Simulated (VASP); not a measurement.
# AlGa3P4 (P-4m2) in VASP: relaxation of cell and atoms with PBE

Aim: the relaxation of cell and atoms of AlGa3P4 with PBE.

All numbers are computed with VASP 6.6.1; they aren't measurements. Logs are shortened: lines on timing, memory, paths and dates and some standing lists are left out, and cuts for length are marked.

**1. The cell of the first run**

It takes space group P-4m2 (No. 115, tetragonal). Conventional cell: a = 3.896 Å, b = 3.896 Å, c = 11.007 Å, α = 90.00°, β = 90.00°, γ = 90.00°. Within 3.1 Å of Al (site symmetry -4m2) lie 4 P at 2.38 Å. Within 3.2 Å of Ga (site symmetry 2mm) lie 4 P at 2.38 to 2.39 Å. Ga (site symmetry -4m2) has 4 P at 2.38 Å within 3.1 Å. P (site symmetry 2mm) has 4 Ga at 2.38 Å within 3.1 Å. P (site symmetry 2mm) has 2 Al at 2.38 Å and 2 Ga at 2.39 Å within 3.1 Å.

**2. Relaxation of cell and atoms, PBE**

Contents of INCAR:

```
  ALGO = Normal
  EDIFF = 1E-6
  EDIFFG = -0.001
  ENCUT = 600
  GGA = PE
  IBRION = 2
  ISIF = 3
  ISMEAR = 0
  LASPH = True
  LCHARG = False
  LREAL = False
  LWAVE = False
  NELM = 100
  NSW = 80
  PREC = Accurate
  SIGMA = 0.01
```

Contents of KPOINTS:

```
k-points
0
Gamma
  8 8 4
```

Contents of POSCAR:

```
AlGa3P4
1.0
    3.8955583773      0.0000000000      0.0000000000
    0.0000000000      3.8955583773      0.0000000000
    0.0000000000      0.0000000000     11.0071308591
Al Ga P
1 3 4
Direct
    0.5000000000      0.5000000000      0.5000000000
    0.0000000000      0.0000000000      0.7500252342
    0.5000000000      0.5000000000      0.0000000000
    0.0000000000      0.0000000000      0.2499747658
    0.5000000000      0.0000000000      0.8750502494
    0.0000000000      0.5000000000      0.1249497506
    0.5000000000      0.0000000000      0.3755611017
    0.0000000000      0.5000000000      0.6244388983
```

Potentials or basis: VASP PAW PBE potentials, release 64 (Al, Ga_d, P).

Command:

```console
$ cat potpaw_PBE.64/Al/POTCAR potpaw_PBE.64/Ga_d/POTCAR potpaw_PBE.64/P/POTCAR > POTCAR
$ mpirun -np 1 vasp_std > vasp.out
```

OUTCAR:

```text
EDIFF = 1E-6
   EDIFFG = -0.001
   ENCUT = 600
   GGA = PE
   IBRION = 2
   ISIF = 3
   ISMEAR = 0
   LASPH = True
   LREAL = False
   NELM = 100
   NSW = 80
   PREC = Accurate

 ion  position               nearest neighbor table
   1  0.500  0.500  0.500-   7 2.38   8 2.38   7 2.38   8 2.38
   2  0.000  0.000  0.750-   5 2.38   5 2.38   8 2.39   8 2.39
   3  0.500  0.500  0.000-   5 2.38   6 2.38   5 2.38   6 2.38
   4  0.000  0.000  0.250-   6 2.38   6 2.38   7 2.39   7 2.39
   5  0.500  0.000  0.875-   3 2.38   3 2.38   2 2.38   2 2.38
   6  0.000  0.500  0.125-   3 2.38   3 2.38   4 2.38   4 2.38
   7  0.500  0.000  0.376-   1 2.38   1 2.38   4 2.39   4 2.39
   8  0.000  0.500  0.624-   1 2.38   1 2.38   2 2.39   2 2.39

  LATTYP: Found a simple tetragonal cell.
 ALAT       =     3.8955583773
 C/A-ratio  =     2.8255592121

  Lattice vectors:

 A1 = (   3.8955583773,   0.0000000000,   0.0000000000)
 A2 = (   0.0000000000,   3.8955583773,   0.0000000000)
 A3 = (   0.0000000000,   0.0000000000,  11.0071308591)

Analysis of symmetry for initial positions (statically):
=====================================================================
 Subroutine PRICEL returns:
 Original cell was already a primitive cell.

 Routine SETGRP: Setting up the symmetry group for a
 simple tetragonal supercell.

 Subroutine GETGRP returns: Found  8 space group operations
 (whereof  8 operations were pure point group operations)
 out of a pool of 16 trial point group operations.

The static configuration has the point symmetry D_2d.

Analysis of symmetry for dynamics (positions and initial velocities):
=====================================================================
 Subroutine PRICEL returns:
 Original cell was already a primitive cell.

 Routine SETGRP: Setting up the symmetry group for a
 simple tetragonal supercell.

 Subroutine GETGRP returns: Found  8 space group operations
 (whereof  8 operations were pure point group operations)
 out of a pool of 16 trial point group operations.

The dynamic configuration has the point symmetry D_2d.

 Subroutine INISYM returns: Found  8 space group operations
 (whereof  8 operations are pure point group operations),
 and found     1 'primitive' translations

----------------------------------------------------------------------------------------

                                     Primitive cell

  volume of cell :     167.0373

  direct lattice vectors                    reciprocal lattice vectors
     3.895558377  0.000000000  0.000000000     0.256702609  0.000000000  0.000000000
     0.000000000  3.895558377  0.000000000     0.000000000  0.256702609  0.000000000
     0.000000000  0.000000000 11.007130859     0.000000000  0.000000000  0.090850196

  length of vectors
     3.895558377  3.895558377 11.007130859     0.256702609  0.256702609  0.090850196

  position of ions in fractional coordinates (direct lattice)
     0.500000000  0.500000000  0.500000000
     0.000000000  0.000000000  0.750025234
     0.500000000  0.500000000  0.000000000
     0.000000000  0.000000000  0.249974766
     0.500000000  0.000000000  0.875050249
     0.000000000  0.500000000  0.124949751
     0.500000000  0.000000000  0.375561102
     0.000000000  0.500000000  0.624438898

  ion indices of the primitive-cell ions
   primitive index   ion index
                 1           1
                 2           2
                 3           3
                 4           4
                 5           5
                 6           6
                 7           7
                 8           8

----------------------------------------------------------------------------------------

 KPOINTS: k-points

Automatic generation of k-mesh.
 Grid dimensions read from file:
 generate k-points for:    8    8    4

 Generating k-lattice:

  Cartesian coordinates                     Fractional coordinates (reciprocal lattice)
     0.032087826  0.000000000  0.000000000     0.125000000  0.000000000  0.000000000
     0.000000000  0.032087826  0.000000000     0.000000000  0.125000000  0.000000000
     0.000000000  0.000000000  0.022712549     0.000000000  0.000000000  0.250000000

  Length of vectors
     0.032087826  0.032087826  0.022712549

  Shift w.r.t. Gamma in fractional coordinates (k-lattice)
     0.000000000  0.000000000  0.000000000

 Subroutine IBZKPT returns following result:
 ===========================================

 Found     45 irreducible k-points:

 Following reciprocal coordinates:
            Coordinates               Weight
  0.000000  0.000000  0.000000      1.000000
  0.125000  0.000000  0.000000      4.000000
  0.250000  0.000000  0.000000      4.000000
  0.375000  0.000000  0.000000      4.000000
  0.500000  0.000000  0.000000      2.000000
  0.125000  0.125000  0.000000      4.000000
[... 16 lines left out ...]
  0.375000  0.125000  0.250000     16.000000
  0.500000  0.125000  0.250000      8.000000
 [... further k-points ...]
   k-points           NKPTS =     45   k-points in BZ     NKDIM =     45   number of bands    NBANDS=     37
   number of dos      NEDOS =    301   number of ions     NIONS =      8
   total plane-waves  NPLWV =  92160
   dimension x,y,z NGX =    32 NGY =   32 NGZ =   90
   dimension x,y,z NGXF=    64 NGYF=   64 NGZF=  180
   ions per type =               1   3   4
   NGX,Y,Z   is equivalent  to a cutoff of  13.66, 13.66, 13.59 a.u.
   NGXF,Y,Z  is equivalent  to a cutoff of  27.31, 27.31, 27.19 a.u.
 SYSTEM =  unknown system
   PREC   = accura    normal or accurate (medium, high low for compatibility)
   ISTART =      0    job   : 0-new  1-cont  2-samecut
   ICHARG =      2    charge: 1-file 2-atom 10-const
   ISPIN  =      1    spin polarized calculation?
   LNONCOLLINEAR =      F non collinear calculations
   LSORBIT =      F    spin-orbit coupling
   LASPH  =      T    aspherical Exc in radial PAW
   ENCUT  =  600.0 eV  44.10 Ry    6.64 a.u.   7.78  7.78 21.98*2*pi/ulx,y,z
   NELM   =    100;   NELMIN=  2; NELMDL= -5     # of ELM steps
   EDIFF  = 0.1E-05   stopping-criterion for ELM
   LREAL  =      F    real-space projection
   EDIFFG = -.1E-02   stopping-criterion for IOM
   NSW    =     80    number of steps for IOM
   IBRION =      2    ionic relax: 0-MD 1-quasi-New 2-CG
   NFREE  =      1    steps in history (QN), initial steepest desc. (CG)
   ISIF   =      3    stress and relaxation
   ISYM   =      2    0-nonsym 1-usesym 2-fastsym
   POTIM  = 0.5000    time-step for ionic-motion
   TEBEG  =    0.0;   TEEND  =   0.0 temperature during run
   PSTRESS=    0.0 pullay stress
   NELECT =      62.0000    total number of electrons
   NUPDOWN=      -1.0000    fix difference up-down
   EMIN   =  10.00;   EMAX   =-10.00  energy-range for DOS
   EFERMI =   0.00;   METHOD = LEGACY
   ISMEAR =     0;   SIGMA  =   0.01  broadening in eV -4-tet -1-fermi 0-gaus
   EFERMI_NEDOS =   21; number of points for ismear=-14 and -15
   IALGO  =     38    algorithm
   IMIX   =      4    mixing-type and parameters
     AMIX     =   0.40;   BMIX     =  1.00
     AMIX_MAG =   1.60;   BMIX_MAG =  1.00
  volume/ion in A,a.u.               =      20.88       140.90
  Fermi-wavevector in a.u.,A,eV,Ry     =   1.176524  2.223308 18.833310  1.384209
  Thomas-Fermi vector in A             =   2.312887
   LORBIT       =      0    0 simple, 1 ext, 2 COOP (PROOUT), +10 PAW based schemes
   GGA     = PE    functional components
   LHFCALC =     F    Hartree Fock is set to
   AEXX    =    0.0000 exact exchange contribution
   IVDW    =     0    specifies the selected vdW correction
   LEPSILON=     F    determine dielectric tensor
   LRPA    =     F    only Hartree local field effects (RPA)
 conjugate gradient relaxation of ions
 non-spin polarized calculation
 Gauss-broadening in eV      SIGMA  =   0.01
  energy-cutoff  :      600.00
  volume of cell :      167.04
 maximum number of plane-waves:      5606
 NGX is ok and might be reduce to    32
   NGX = 15   NGY = 15   NGZ = 43

--------------------------------------- Ionic step        1  -------------------------------------------

 number of electron      61.9999976 magnetization

 Free energy of the ion-electron system (eV)
  ---------------------------------------------------
  ext. energy  EPLUGINS =         0.00000000
  ---------------------------------------------------
  free energy    TOTEN  =       -37.74617811 eV

  energy without entropy =      -37.74617811  energy(sigma->0) =      -37.74617811

------------------------ aborting loop because EDIFF is reached ----------------------------------------

  FORCE on cell =-STRESS in cart. coord.  units (eV):
  Direction    XX          YY          ZZ          XY          YZ          ZX
  --------------------------------------------------------------------------------------
  -------------------------------------------------------------------------------------
  Total       -0.0458754     -0.0458754     -0.0378291      0.0000000      0.0000000      0.0000000
  in kB       -0.4400245     -0.4400245     -0.3628469      0.0000000      0.0000000      0.0000000
  external PRESSURE =      -0.4142986 kB  Pullay stress =       0.0000000 kB
[... 107 lines left out ...]
  FREE ENERGIE OF THE ION-ELECTRON SYSTEM (eV)
  ---------------------------------------------------
  free  energy   TOTEN  =       -37.7461999406 eV

  energy  without entropy=      -37.7461999406  energy(sigma->0) =      -37.74619994

[... ionic steps 4 to 22 ...]

--------------------------------------- Ionic step       23  -------------------------------------------

 number of electron      61.9999977 magnetization

------------------------ aborting loop because EDIFF is reached ----------------------------------------

  FORCE on cell =-STRESS in cart. coord.  units (eV):
  Direction    XX          YY          ZZ          XY          YZ          ZX
  --------------------------------------------------------------------------------------
  -------------------------------------------------------------------------------------
  Total       -0.0055532     -0.0055532     -0.0059445      0.0000000      0.0000000      0.0000000
  in kB       -0.0532989     -0.0532989     -0.0570541      0.0000000      0.0000000      0.0000000
  external PRESSURE =      -0.0545506 kB  Pullay stress =       0.0000000 kB
[... 69 lines left out ...]
  energy  without entropy=      -37.7462009028  energy(sigma->0) =      -37.74620090

--------------------------------------- Ionic step       25  -------------------------------------------

 number of electron      61.9999977 magnetization

 Free energy of the ion-electron system (eV)
  ---------------------------------------------------
  ext. energy  EPLUGINS =         0.00000000
  ---------------------------------------------------
  free energy    TOTEN  =       -37.74620090 eV

  energy without entropy =      -37.74620090  energy(sigma->0) =      -37.74620090

 E-fermi :   4.4009     XC(G=0):  -9.5494

 val. band max:        4.3479510269   @ k =   0.0000   0.0000   0.0000
 cond. band min:       5.9647912268   @ k =   0.5000   0.0000   0.0000
 fundamental gap:      1.6168401999
 Fermi energy:         4.4009289502

 k-point     1 :       0.0000    0.0000    0.0000
  band No.  band energies     occupation
      1     -10.1433      2.00000
      2     -10.1164      2.00000
      3     -10.0674      2.00000
      4     -10.0446      2.00000
      5     -10.0446      2.00000
      6     -10.0308      2.00000
[... 949 lines left out ...]
     36       8.7420      0.00000
     37       8.8129      0.00000

 [... further k-points ...]

------------------------ aborting loop because EDIFF is reached ----------------------------------------

  FORCE on cell =-STRESS in cart. coord.  units (eV):
  Direction    XX          YY          ZZ          XY          YZ          ZX
  --------------------------------------------------------------------------------------
  -------------------------------------------------------------------------------------
  Total       -0.0026446     -0.0026446     -0.0028741      0.0000000     -0.0000000      0.0000000
  in kB       -0.0253821     -0.0253821     -0.0275854      0.0000000     -0.0000000      0.0000000
  external PRESSURE =      -0.0261166 kB  Pullay stress =       0.0000000 kB
[... 23 lines left out ...]
  FREE ENERGIE OF THE ION-ELECTRON SYSTEM (eV)
  ---------------------------------------------------
  free  energy   TOTEN  =       -37.7462009017 eV

  energy  without entropy=      -37.7462009017  energy(sigma->0) =      -37.74620090

 reached required accuracy - stopping structural energy minimisation
```

Wall time 32 min (1 thread of Oxide Virtual Turin-like, shared host); peak memory 0.46 GiB.

Results:

```yaml
Free_energy: -37.7462 eV
Relaxed_volume: 20.87 Å³/atom
Relaxed_cell: a = 3.895 Å, b = 3.895 Å, c = 11.006 Å, α = 90.00°, β = 90.00°, γ = 90.00°
Space_group_after_relaxing_to_0.1_Å: P-4m2 (No. 115)
Energy_gained_by_relaxing: 0.0 meV/atom
Ionic_steps: 25
Pressure_after_relaxing: 0.0 GPa
Band_gap_on_the_k_mesh: 1.62 eV (least direct gap 1.69 eV)
```

Final structure:
```yaml
crystal:
  lattice:
    - [3.89461, 0.00000, 0.00000]
    - [0.00000, 3.89461, 0.00000]
    - [0.00000, 0.00000, 11.00552]
  atoms:
    - { symbol: Al, position: [0.50000, 0.50000, 0.50000] }
    - { symbol: Ga, position: [0.00000, 0.00000, 0.75000] }
    - { symbol: Ga, position: [0.50000, 0.50000, 0.00000] }
    - { symbol: Ga, position: [0.00000, 0.00000, 0.25000] }
    - { symbol: P, position: [0.50000, 0.00000, 0.87504] }
    - { symbol: P, position: [0.00000, 0.50000, 0.12496] }
    - { symbol: P, position: [0.50000, 0.00000, 0.37559] }
    - { symbol: P, position: [0.00000, 0.50000, 0.62441] }
```

Levels at points of the mesh, in eV from the valence-band top:
| k point | band 27 | band 28 | band 29 | band 30 | band 31 | band 32 | band 33 | band 34 | band 35 | band 36 |
| --- | --- | --- | --- | --- | --- | --- | --- | --- | --- | --- |
| (0.00, 0.00, 0.00) | -1.47 | -1.47 | -0.02 | 0.00 | 0.00 | 1.69 | 1.74 | 2.06 | 2.28 | 2.60 |
| (0.50, 0.00, 0.00) | -1.06 | -1.01 | -1.00 | -0.97 | -0.97 | 1.62 | 2.05 | 3.22 | 3.38 | 4.64 |
| (0.50, 0.50, 0.00) | -3.14 | -2.45 | -2.44 | -2.44 | -2.44 | 1.68 | 1.68 | 1.75 | 2.23 | 4.61 |
| (0.00, 0.00, 0.50) | -1.27 | -0.66 | -0.66 | -0.49 | -0.49 | 1.66 | 1.86 | 2.55 | 2.57 | 2.93 |
| (0.50, 0.00, 0.50) | -1.94 | -1.11 | -1.02 | -1.01 | -1.00 | 2.57 | 2.65 | 2.68 | 3.24 | 4.53 |
| (0.50, 0.50, 0.50) | -2.87 | -2.86 | -2.86 | -2.80 | -2.80 | 2.61 | 2.61 | 2.74 | 2.92 | 2.92 |
